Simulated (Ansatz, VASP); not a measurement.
## Two plane-wave programs on HgTe

File INCAR:

```
SYSTEM = HgTe
  PREC = Accurate
  ENCUT = 520
  EDIFF = 1E-6
  ISMEAR = 0
  SIGMA = 0.15
  LREAL = .False.
  LASPH = .True.
  NELM = 60
  ALGO = Normal
  ISIF = 2
  LWAVE = .False.
  LCHARG = .False.
  GGA = PE
  NBANDS = 16
```

KPOINTS

```
Automatic mesh
0
Gamma
  14 14 14
  0 0 0
```

File POSCAR:

```
HgTe
1.0
   -0.0161175000      3.2235000000      3.2235000000
    3.2235000000     -0.0161175000      3.2235000000
    3.2073825000      3.2073825000      0.0000000000
Hg Te
1 1
Direct
    0.0000000000      0.0000000000      0.0000000000
    0.7500000000      0.7500000000      0.7500000000
```

Input for Ansatz:

```yaml
crystal:
  lattice:
    - [-0.0161175, 3.2235, 3.2235]
    - [3.2235, -0.0161175, 3.2235]
    - [3.2073825, 3.2073825, 0.0]
  atoms:
    - { symbol: Hg, position: [0.0, 0.0, 0.0] }
    - { symbol: Te, position: [0.75, 0.75, 0.75] }
basis:
  ecutwfc: 420
kpoints:
  mp_grid: { grid: [14, 14, 14] }
hamiltonian:
  xc: pbe
scf:
  occupations: { method: gaussian, width: 0.15 }
output:
  forces: true
  stress: true
  eigenvalues: true
```

Change from the starting cell: strain -0.0100 x Voigt [0, 0, 0, 0, 0, 1], atoms carried along.

Alike in both runs: task single point; functional PBE; k mesh 14 × 14 × 14; occupations gaussian, width 0.15 eV; no spin polarisation.

|  | VASP | Ansatz |
| --- | --- | --- |
| version | VASP 6.6.1 | Ansatz 0.2.0 |
| potentials or method | VASP PAW PBE potentials, release 64 (Hg, Te), cutoff 520 eV | scalar-relativistic, plane waves, PAW |
| valence electrons in the cell | 18 | 36 |

VASP gave:

| Property | Result |
| --- | --- |
| gap on the k mesh at the Fermi level (eV) | none |
| pressure (GPa) | 4.1 |
| traceless stress, the component that is largest in VASP (GPa) | 0.44 |
| rms of the force components (eV/Å) | 0.039 |

Q: What did Ansatz give for the same quantities?

A: gap on the k mesh at the Fermi level (eV): none; pressure (GPa): 4.1; traceless stress, the component that is largest in VASP (GPa): 0.44; rms of the force components (eV/Å): 0.038.

Atom by atom the forces differ by 0.001 eV/Å (rms over components). A gap of «none» marks a metal or a gap that the smearing closes. With one functional, cell and mesh, what is left measures potentials, basis and numerics. VASP's potentials hold 18 valence electrons a cell and Ansatz's 36, so a difference there can come from the potentials and not from the codes.

Neither program's run includes spin-orbit coupling.
